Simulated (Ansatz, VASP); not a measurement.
**Si: VASP beside Ansatz**

```
Si
1.0
     0.00000    1.75796    1.91083
     1.75796    0.00000    1.91083
     1.75796    1.75796    0.00000
Si
1
Direct
  0.00000 0.00000 0.00000
```

Change from the starting cell: strain -0.080 along x and y, +0.000 along z, atoms carried along.

Alike in both runs: task single point; functional PBEsol; k mesh 22 × 22 × 22; occupations gaussian, width 0.15 eV; no spin polarisation.

|  | VASP | Ansatz |
| --- | --- | --- |
| version | VASP 6.6.1 | Ansatz 0.2.0 |
| potentials or method | VASP PAW PBE potentials, release 64 (Si), cutoff 520 eV | scalar-relativistic, plane waves, PAW |
| valence electrons in the cell | 4 | 4 |

|  | VASP | Ansatz | Ansatz less VASP |
| --- | --- | --- | --- |
| gap on the k mesh at the Fermi level (eV) | none | none | - |
| pressure (GPa) | 24.1 | 23.9 | -0.22 |
| traceless stress, the component that is largest in VASP (GPa) | -0.46 | -0.43 | +0.020 |

VASP's potentials were made for PBE, not for PBEsol. A gap of «none» marks a metal or a gap that the smearing closes.
